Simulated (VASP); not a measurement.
# Al (P1) in VASP: relaxation of cell and atoms with PBE

Aim: the relaxation of cell and atoms of Al with PBE.

All numbers are computed with VASP 6.6.1; they aren't measurements. Logs are shortened: lines on timing, memory, paths and dates and some standing lists are left out, and cuts for length are marked.

## 1. The cell of the first run

The typed cell holds 6 atoms: a = 5.080 Å, b = 5.024 Å, c = 5.560 Å, α = 90.07°, β = 90.96°, γ = 122.27°.

## 2. Relaxation of cell and atoms, PBE

The input, INCAR:

```
SYSTEM = Al
  PREC = Accurate
  ENCUT = 600
  EDIFF = 1E-6
  ISMEAR = 0
  SIGMA = 0.2
  LREAL = .False.
  LASPH = .True.
  NELM = 60
  ALGO = Fast
  ISIF = 3
  LWAVE = .False.
  LCHARG = .False.
  GGA = PE
  IBRION = 2
  NSW = 80
  EDIFFG = -0.025
```

The input, KPOINTS:

```
Automatic mesh
0
Gamma
  6 6 4
  0 0 0
```

The input, POSCAR:

```
Al
1.0
    5.0792966712     -0.0836614426     -0.0429747689
   -2.6121012701      4.2919523340     -0.0037581108
   -0.0471311253     -0.0319703597      5.5596525954
Al
6
Direct
    0.5170605697      0.5235634799      0.1973934595
    0.4609600704      0.4413495476      0.6677239981
    0.5132735637      1.0397681332     -0.0162698750
    0.5686655174      1.0685897035      0.4684340048
    0.9479199921      0.4574141163      0.3349894731
    0.9921202867      0.4693150195      0.8477289396
```

Potentials or basis: VASP PAW PBE potentials, release 64 (Al).

Run with:

```console
$ cat potpaw_PBE.64/Al/POTCAR > POTCAR
$ mpirun -np 1 vasp_std > vasp.out
```

OUTCAR:

```text
SYSTEM = Al
   PREC = Accurate
   ENCUT = 600
   EDIFF = 1E-6
   ISMEAR = 0
   LREAL = .False.
   LASPH = .True.
   NELM = 60
   ISIF = 3
   GGA = PE
   IBRION = 2
   NSW = 80
   EDIFFG = -0.025

 ion  position               nearest neighbor table
   1  0.517  0.524  0.197-   5 2.49   2 2.64   3 2.69   5 2.85   3 2.86   4 2.86   2 2.96   4 3.01
                             6 3.16   6 3.25
   2  0.461  0.441  0.668-   4 2.48   1 2.64   6 2.67   3 2.79   6 2.79   1 2.96   5 3.08   4 3.11
                             5 3.21   3 3.36
   3  0.513  0.040  0.984-   6 2.37   1 2.69   4 2.70   6 2.76   2 2.79   5 2.83   1 2.86   4 2.88
                             2 3.36
   4  0.569  0.069  0.468-   5 2.03   2 2.48   3 2.70   1 2.86   3 2.88   6 2.89   1 3.01   5 3.08
                             2 3.11
   5  0.948  0.457  0.335-   4 2.03   1 2.49   6 2.72   3 2.83   1 2.85   6 2.85   2 3.08   4 3.08
                             2 3.21
   6  0.992  0.469  0.848-   3 2.37   2 2.67   5 2.72   3 2.76   2 2.79   5 2.85   4 2.89   1 3.16
                             1 3.25

  LATTYP: Found a triclinic cell.
 ALAT       =     4.8784166833
 B/A-ratio  =     1.0299109952
 C/A-ratio  =     1.1397026215
 COS(alpha) =     0.0012528280
 COS(beta)  =     0.0188263539
 COS(gamma) =     0.4739704739

  Lattice vectors:

 A1 = (  -2.4671954011,  -4.2082908914,   0.0467328797)
 A2 = (   2.6121012701,  -4.2919523340,   0.0037581108)
 A3 = (  -0.0471311253,  -0.0319703597,   5.5596525954)

Analysis of symmetry for initial positions (statically):
=====================================================================
 Subroutine PRICEL returns:
 Original cell was already a primitive cell.

 Routine SETGRP: Setting up the symmetry group for a
 triclinic supercell.

 Subroutine GETGRP returns: Found  1 space group operations
 (whereof  1 operations were pure point group operations)
 out of a pool of  2 trial point group operations.

The static configuration has the point symmetry C_1 .

Analysis of symmetry for dynamics (positions and initial velocities):
=====================================================================
 Subroutine PRICEL returns:
 Original cell was already a primitive cell.

 Routine SETGRP: Setting up the symmetry group for a
 triclinic supercell.

 Subroutine GETGRP returns: Found  1 space group operations
 (whereof  1 operations were pure point group operations)
 out of a pool of  2 trial point group operations.

The dynamic configuration has the point symmetry C_1 .

 Subroutine INISYM returns: Found  1 space group operations
 (whereof  1 operations are pure point group operations),
 and found     1 'primitive' translations

----------------------------------------------------------------------------------------

                                     Primitive cell

  volume of cell :     119.9731

  direct lattice vectors                    reciprocal lattice vectors
     5.079296671 -0.083661443 -0.042974769     0.198891603  0.121048400  0.002382154
    -2.612101270  4.291952334 -0.003758111     0.003888392  0.235361906  0.001386394
    -0.047131125 -0.031970360  5.559652595     0.001540012  0.001094770  0.179886704

  length of vectors
     5.080167393  5.024334981  5.559944283     0.232843852  0.235398107  0.179896627

  position of ions in fractional coordinates (direct lattice)
     0.517060570  0.523563480  0.197393459
     0.460960070  0.441349548  0.667723998
     0.513273564  0.039768133  0.983730125
     0.568665517  0.068589704  0.468434005
     0.947919992  0.457414116  0.334989473
     0.992120287  0.469315020  0.847728940

  ion indices of the primitive-cell ions
   primitive index   ion index
                 1           1
                 2           2
                 3           3
                 4           4
                 5           5
                 6           6

----------------------------------------------------------------------------------------

 KPOINTS: Automatic mesh

Automatic generation of k-mesh.
 Grid dimensions read from file:
 generate k-points for:    6    6    4

[... 43 lines left out ...]
  0.500000 -0.000000  0.250000      2.000000
 [... further k-points ...]
   k-points           NKPTS =     76   k-points in BZ     NKDIM =     76   number of bands    NBANDS=     13
   number of dos      NEDOS =    301   number of ions     NIONS =      6
   total plane-waves  NPLWV =  80640
   dimension x,y,z NGX =    42 NGY =   40 NGZ =   48
   dimension x,y,z NGXF=    84 NGYF=   80 NGZF=   96
   ions per type =               6
   NGX,Y,Z   is equivalent  to a cutoff of  13.74, 13.24, 14.35 a.u.
   NGXF,Y,Z  is equivalent  to a cutoff of  27.49, 26.47, 28.70 a.u.
 SYSTEM =  Al
   PREC   = accura    normal or accurate (medium, high low for compatibility)
   ISTART =      0    job   : 0-new  1-cont  2-samecut
   ICHARG =      2    charge: 1-file 2-atom 10-const
   ISPIN  =      1    spin polarized calculation?
   LNONCOLLINEAR =      F non collinear calculations
   LSORBIT =      F    spin-orbit coupling
   LASPH  =      T    aspherical Exc in radial PAW
   ENCUT  =  600.0 eV  44.10 Ry    6.64 a.u.  10.15 10.03 11.10*2*pi/ulx,y,z
   NELM   =     60;   NELMIN=  2; NELMDL= -5     # of ELM steps
   EDIFF  = 0.1E-05   stopping-criterion for ELM
   LREAL  =      F    real-space projection
   EDIFFG = -.3E-01   stopping-criterion for IOM
   NSW    =     80    number of steps for IOM
   IBRION =      2    ionic relax: 0-MD 1-quasi-New 2-CG
   NFREE  =      1    steps in history (QN), initial steepest desc. (CG)
   ISIF   =      3    stress and relaxation
   ISYM   =      2    0-nonsym 1-usesym 2-fastsym
   POTIM  = 0.5000    time-step for ionic-motion
   TEBEG  =    0.0;   TEEND  =   0.0 temperature during run
   PSTRESS=    0.0 pullay stress
   NELECT =      18.0000    total number of electrons
   NUPDOWN=      -1.0000    fix difference up-down
   EMIN   =  10.00;   EMAX   =-10.00  energy-range for DOS
   EFERMI =   0.00;   METHOD = LEGACY
   ISMEAR =     0;   SIGMA  =   0.20  broadening in eV -4-tet -1-fermi 0-gaus
   EFERMI_NEDOS =   21; number of points for ismear=-14 and -15
   IALGO  =     68    algorithm
   IMIX   =      4    mixing-type and parameters
     AMIX     =   0.40;   BMIX     =  1.00
     AMIX_MAG =   1.60;   BMIX_MAG =  1.00
  volume/ion in A,a.u.               =      20.00       134.94
  Fermi-wavevector in a.u.,A,eV,Ry     =   0.869903  1.643879 10.295963  0.756732
  Thomas-Fermi vector in A             =   1.988792
   LORBIT       =      0    0 simple, 1 ext, 2 COOP (PROOUT), +10 PAW based schemes
   GGA     = PE    functional components
   LHFCALC =     F    Hartree Fock is set to
   AEXX    =    0.0000 exact exchange contribution
   IVDW    =     0    specifies the selected vdW correction
   LEPSILON=     F    determine dielectric tensor
   LRPA    =     F    only Hartree local field effects (RPA)
 conjugate gradient relaxation of ions
 non-spin polarized calculation
 RMM-DIIS sequential band-by-band and
 Gauss-broadening in eV      SIGMA  =   0.20
  energy-cutoff  :      600.00
  volume of cell :      119.97
 maximum number of plane-waves:      4029
 NGX is ok and might be reduce to    42
   NGX = 21   NGY = 21   NGZ = 23

--------------------------------------- Ionic step        1  -------------------------------------------

 number of electron      18.0000000 magnetization

 Free energy of the ion-electron system (eV)
  ---------------------------------------------------
  ext. energy  EPLUGINS =         0.00000000
  ---------------------------------------------------
  free energy    TOTEN  =       -18.33532892 eV

  energy without entropy =      -18.27182337  energy(sigma->0) =      -18.30357614

------------------------ aborting loop because EDIFF is reached ----------------------------------------

  FORCE on cell =-STRESS in cart. coord.  units (eV):
  Direction    XX          YY          ZZ          XY          YZ          ZX
  --------------------------------------------------------------------------------------
  -------------------------------------------------------------------------------------
  Total        6.3370929     11.7155047      1.6001978      6.1469642     -4.9991426     -3.7042133
  in kB       84.6285204    156.4543616     21.3697949     82.0894514    -66.7609028    -49.4678071
  external PRESSURE =      87.4842256 kB  Pullay stress =       0.0000000 kB
[... 101 lines left out ...]
  FREE ENERGIE OF THE ION-ELECTRON SYSTEM (eV)
  ---------------------------------------------------
  free  energy   TOTEN  =       -20.5734947988 eV

  energy  without entropy=      -20.5135838444  energy(sigma->0) =      -20.54353932

[... ionic steps 4 to 25 ...]

--------------------------------------- Ionic step       26  -------------------------------------------

 number of electron      18.0000000 magnetization

------------------------ aborting loop because EDIFF is reached ----------------------------------------
[... 75 lines left out ...]
--------------------------------------- Ionic step       28  -------------------------------------------

 number of electron      18.0000000 magnetization

 Free energy of the ion-electron system (eV)
  ---------------------------------------------------
  ext. energy  EPLUGINS =         0.00000000
  ---------------------------------------------------
  free energy    TOTEN  =       -20.92200482 eV

  energy without entropy =      -20.86509033  energy(sigma->0) =      -20.89354758

 E-fermi :   5.6173     XC(G=0):  -9.1943

 val. band max:        5.5632215529   @ k =   0.0000   0.1667   0.2500
 cond. band min:       5.6215261438   @ k =  -0.1667   0.3333   0.0000
 fundamental gap:      0.0583045909
 Fermi energy:         5.6172996340

 k-point     1 :       0.0000    0.0000    0.0000
  band No.  band energies     occupation
      1      -4.4994      2.00000
      2       0.6292      2.00000
      3       0.7433      2.00000
      4       1.2153      2.00000
      5       2.2265      2.00000
      6       2.7890      2.00000
      7       3.6254      2.00000
      8       3.8285      2.00000
      9       4.2683      2.00000
     10       4.6373      2.00000
     11       6.6816      0.00000
     12       6.8769      0.00000
     13       7.2996      0.00000
[... 354 lines left out ...]
  band No.  band energies     occupation
      1      -3.1771      2.00000
      2      -1.7320      2.00000
      3      -1.1356      2.00000
      4       1.3540      2.00000
      5       2.0615      2.00000
      6       2.8123      2.00000
      7       3.2200      2.00000
      8       4.5932      2.00000
      9       5.2825      1.98209
     10       7.0916      0.00000
     11       7.5109      0.00000
     12       8.1200      0.00000
     13       8.5275      0.00000

 [... further k-points ...]

------------------------ aborting loop because EDIFF is reached ----------------------------------------

  FORCE on cell =-STRESS in cart. coord.  units (eV):
  Direction    XX          YY          ZZ          XY          YZ          ZX
  --------------------------------------------------------------------------------------
  -------------------------------------------------------------------------------------
  Total       -0.0042540      0.0340926      0.0278173     -0.0174567      0.0083954      0.0305188
  in kB       -0.0553339      0.4434605      0.3618347     -0.2270685      0.1092031      0.3969747
  external PRESSURE =       0.2499871 kB  Pullay stress =       0.0000000 kB
[... 21 lines left out ...]
  FREE ENERGIE OF THE ION-ELECTRON SYSTEM (eV)
  ---------------------------------------------------
  free  energy   TOTEN  =       -20.9220048248 eV

  energy  without entropy=      -20.8650903318  energy(sigma->0) =      -20.89354758

 reached required accuracy - stopping structural energy minimisation
```

Wall time 15 min (1 thread of Intel Xeon 6975P-C (Granite Rapids), shared host); peak memory 0.36 GiB.

What came out:

- Free energy: -20.9220 eV
- Relaxed volume: 20.53 Å³/atom
- Relaxed cell: a = 5.344 Å, b = 4.959 Å, c = 5.451 Å, α = 90.02°, β = 103.88°, γ = 117.65°
- Space group after relaxing (to 0.05 Å): C2 (No. 5)
- Energy gained by relaxing: 431.1 meV/atom
- Ionic steps: 28
- Pressure after relaxing: 0.0 GPa
- Largest force after relaxing: 0.017 eV/Å
- Band gap on the k mesh: zero (band 9 reaches 6.92 eV, above the bottom of band 10 at 4.64 eV)

Forces on the atoms (eV/Å):
```
Al  -0.003  0.004  0.009
Al   0.013 -0.001  0.011
Al   0.001  0.015 -0.003
Al  -0.006 -0.010 -0.009
Al  -0.007 -0.005  0.003
Al   0.001 -0.003 -0.012
```

Step by step:
```tsv
step	energy change (eV)	largest force (eV/Å)	pressure (GPa)	volume (Å³)
1	0.0000	8.0314	8.75	119.97
2	-1.9751	0.9141	-4.04	139.14
3	-2.2382	0.6355	-2.21	131.29
4	-2.2386	0.6167	-2.32	131.58
5	-2.3597	0.4130	-0.65	126.48
6	-2.3904	0.3583	0.96	122.68
7	-2.4367	0.2772	0.47	123.22
8	-2.4549	0.3677	-0.01	123.94
9	-2.4913	0.3451	-0.26	124.40
10	-2.4995	0.3752	-0.36	124.64
11	-2.5309	0.2139	0.17	123.43
12	-2.5345	0.1403	0.47	122.86
13	-2.5433	0.1495	-0.24	124.20
14	-2.5434	0.1505	-0.30	124.30
15	-2.5514	0.1307	-0.14	123.83
16	-2.5608	0.1542	0.29	122.65
17	-2.5669	0.1442	0.20	122.85
18	-2.5757	0.1141	-0.04	123.44
19	-2.5802	0.0750	-0.06	123.41
20	-2.5835	0.0524	-0.07	123.34
21	-2.5844	0.0355	0.08	123.07
22	-2.5845	0.0359	0.14	122.97
23	-2.5852	0.0385	0.01	123.25
24	-2.5854	0.0421	-0.12	123.53
25	-2.5861	0.0273	-0.07	123.38
26	-2.5864	0.0294	0.01	123.21
27	-2.5864	0.0310	0.01	123.18
28	-2.5867	0.0173	0.02	123.17
```

Final structure:
```xyz
6
Lattice="5.3047 0.2029 -0.6121 -2.4820 4.2931 0.0029 -0.6796 -0.3984 5.3940" Properties=species:S:1:pos:R:3 pbc="T T T"
Al    1.1641    2.1542    0.7917
Al    0.8230    1.9577    3.4878
Al    2.0506   -0.1998    4.8871
Al    2.4139    0.0126    2.1925
Al   -1.4256    1.9508    1.8006
Al    3.5457    1.9252    3.8889
```
